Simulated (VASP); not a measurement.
Wanted: the native input for a VASP 6.6.1 run.

```yaml
Task: electric field gradients
Functional: LDA
Potentials_or_basis: VASP PAW LDA potentials, release 64 (Zr_sv)
Cutoff: 520 eV
k_mesh: 13 × 13 × 7
Occupations: fermi-dirac, width 0.03 eV
Spin: no spin polarisation
Dipole_correction: no
Further_INCAR_settings: ALGO = Normal; EDIFF = 1e-08; NBANDS = 19
```

The structure of Zr lies in POSCAR:

```
Zr
1.0
    3.1660205622      0.0000000000      0.0000000000
   -1.5830102810      2.7418542357      0.0000000000
    0.0000000000      0.0000000000      5.0419297016
Zr
2
Direct
    0.3333333333      0.6666666667      0.2500000000
    0.6666666667      0.3333333333      0.7500000000
```

One way to write it, as run:

INCAR

```
ALGO = Normal ; EDIFF = 1E-8
ENCUT = 520 ; GGA = CA
ISIF = 2 ; ISMEAR = -1
LASPH = T ; LCHARG = F
LEFG = T ; LREAL = F
LWAVE = F ; NBANDS = 19
NELM = 100 ; PREC = Accurate
SIGMA = 0.03
```

KPOINTS

```
k-points
0
Gamma
  13 13 7
```

Potentials or basis: VASP PAW LDA potentials, release 64 (Zr_sv).

Launch:

```sh
$ cat potpaw_LDA.64/Zr_sv/POTCAR > POTCAR
$ mpirun -np 1 vasp_std > vasp.out
```

It gave:

The pressure is -0.3 GPa and the band gap on the k mesh is zero (bands 12 and 13 overlap by 1.17 eV). The largest electric field gradient by atom is Zr +50.0 V/Å².

Caveat: without QUAD_EFG the Cq values of the log hold for a quadrupole moment of 1 mb, not for the nuclei.

It took 23 s on 1 thread of Intel(R) Xeon(R) 6975P-C (Granite Rapids), with other jobs on the host, peak memory 0.17 GiB.
